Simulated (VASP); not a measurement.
## Os: single point with LDA

Crystal: Os.

```
CELL_PARAMETERS angstrom
2.51548 0.00000 0.00000
0.00000 2.51548 0.00000
0.00000 0.00000 2.51548
ATOMIC_POSITIONS crystal
Os 0.00000 0.00000 0.00000
```

- Program: VASP 6.6.1
- Task: single point
- Functional: LDA
- Potentials or basis: VASP PAW LDA potentials, release 64 (Os)
- Cutoff: 520 eV
- k mesh: 13 × 13 × 13
- Occupations: fermi-dirac, width 0.136057 eV
- Spin: no spin polarisation

```yaml
Pressure: 0.9 GPa
Band_gap_on_the_k_mesh: zero (band 4 reaches 12.53 eV, above the bottom of band 5 at 6.69 eV)
```

Levels at points of the mesh, in eV from the Fermi level:
| k point | band 2 | band 3 | band 4 | band 5 | band 6 | band 7 |
| --- | --- | --- | --- | --- | --- | --- |
| (0.00, 0.00, 0.00) | -6.34 | -6.34 | 2.44 | 2.44 | 2.44 | 15.86 |

Wall time 3.9 s on 1 thread of Intel(R) Xeon(R) 6975P-C (Granite Rapids), with other jobs on the host, peak memory 0.12 GiB.

Caveat: spin-orbit coupling is left out, which moves the levels of the heavy elements.
